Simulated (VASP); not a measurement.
A run of VASP 6.6.1 is set up as follows.

Contents of INCAR:

```
SYSTEM = TiHg
ALGO = Normal
EDIFF = 1E-7
ENCUT = 520
ISIF = 2
ISMEAR = -1
LASPH = .True.
LCHARG = .False.
LREAL = .False.
LWAVE = .False.
NBANDS = 19
NELM = 60
PREC = Accurate
SIGMA = 0.05
```

Contents of KPOINTS:

```
k-points
0
Gamma
  10 10 7
  0 0 0
```

File POSCAR:

```
TiHg
1.0
    2.9888047606      0.0000000000      0.0000000000
    0.0000000000      2.9888047606      0.0000000000
    0.0000000000      0.0000000000      4.0138783774
Ti Hg
1 1
Direct
    0.5000000000      0.5000000000      0.5000000000
    0.0000000000      0.0000000000      0.0000000000
```

Potentials or basis: VASP PAW LDA potentials, release 64 (Ti_sv, Hg).

Launch:

```console
$ cat potpaw_LDA.64/Ti_sv/POTCAR potpaw_LDA.64/Hg/POTCAR > POTCAR
$ mpirun -np 1 vasp_std > vasp.out
```

(1) What does it give for the pressure?

(2) Predict the band gap on the k mesh.

Results:

(1) -3.6 GPa.

(2) zero (band 12 reaches 7.00 eV, above the bottom of band 13 at 5.99 eV).

Caveat: spin-orbit coupling is left out, which moves the levels of the heavy elements.
